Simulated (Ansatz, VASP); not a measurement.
**NaI: VASP beside Ansatz**

```
Na I
1.0
     0.00000    3.19700    3.19700
     3.19700    0.00000    3.19700
     3.19700    3.19700    0.00000
Na I
1 1
Cartesian
  0.0000 0.0000 0.0000
  3.1970 3.1970 3.1970
```

Alike in both runs: task single point; functional r2SCAN; k mesh 6 × 6 × 6; no spin polarisation.

|  | VASP | Ansatz |
| --- | --- | --- |
| version | VASP 6.6.1 | Ansatz 0.2.0 |
| potentials or method | VASP PAW PBE potentials, release 64 (Na_pv, I) | plane waves, PAW |
| plane-wave cutoff (eV) | 550 | 500 |
| occupations | gaussian, width 0.01 eV | fixed |
| valence electrons in the cell | 14 | 26 |

|  | VASP | Ansatz | Ansatz less VASP |
| --- | --- | --- | --- |
| gap on the k mesh at the Fermi level (eV) | 4.55 | 4.55 | -0.009 |
| pressure (GPa) | 0.5 | 0.6 | +0.10 |

VASP's potentials were made for PBE, not for r2SCAN. VASP's potentials hold 14 valence electrons a cell and Ansatz's 26, so a difference there can come from the potentials and not from the codes.

Spin-orbit coupling is off throughout.
